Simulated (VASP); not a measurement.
# HfO2: single point with PBEsol

HfO2:

```xyz
12
Lattice="5.0445 0.0000 0.0000 0.0000 5.0445 0.0000 0.0000 0.0000 5.0445" Properties=species:S:1:pos:R:3 pbc="T T T"
Hf    0.0000    0.0000    0.0000
Hf    0.0000    2.5223    2.5223
Hf    2.5223    0.0000    2.5223
Hf    2.5223    2.5223    0.0000
O     1.2611    1.2611    3.7834
O     1.2611    3.7834    3.7834
O     1.2611    3.7834    1.2611
O     1.2611    1.2611    1.2611
O     3.7834    1.2611    1.2611
O     3.7834    3.7834    1.2611
O     3.7834    3.7834    3.7834
O     3.7834    1.2611    3.7834
```

```json
{
 "Program": "VASP 6.6.1",
 "Task": "single point",
 "Functional": "PBEsol",
 "Potentials or basis": "VASP PAW PBE potentials, release 64 (Hf_pv, O)",
 "Cutoff": "600 eV",
 "k mesh": "6 × 6 × 6",
 "Occupations": "gaussian, width 0.02 eV",
 "Spin": "no spin polarisation"
}
```

```json
{
  "Pressure": "-4.0 GPa",
  "Band gap on the k mesh": "3.71 eV"
}
```

Levels at points of the mesh, in eV from the valence-band top:
```csv
k point,band 42,band 43,band 44,band 45,band 46,band 47
"(0.00, 0.00, 0.00)",0.00,0.00,0.00,3.71,3.71,3.71
"(0.50, 0.00, 0.00)",-0.69,-0.21,-0.21,4.47,4.47,4.56
"(0.50, 0.50, 0.00)",-0.71,-0.71,-0.71,4.27,4.27,4.27
"(0.50, 0.50, 0.50)",-1.87,-1.87,-1.87,4.58,4.58,4.58
```

It took 2.3 min on 1 thread of Oxide Virtual Turin-like Processor, with other jobs on the host, peak memory 0.28 GiB.

Caveat: the cell stands under tension; the PAW data sets were made with another functional, which shifts forces and pressure a little; spin-orbit coupling is left out, which moves the levels of the heavy elements. A k mesh can miss the band edges.
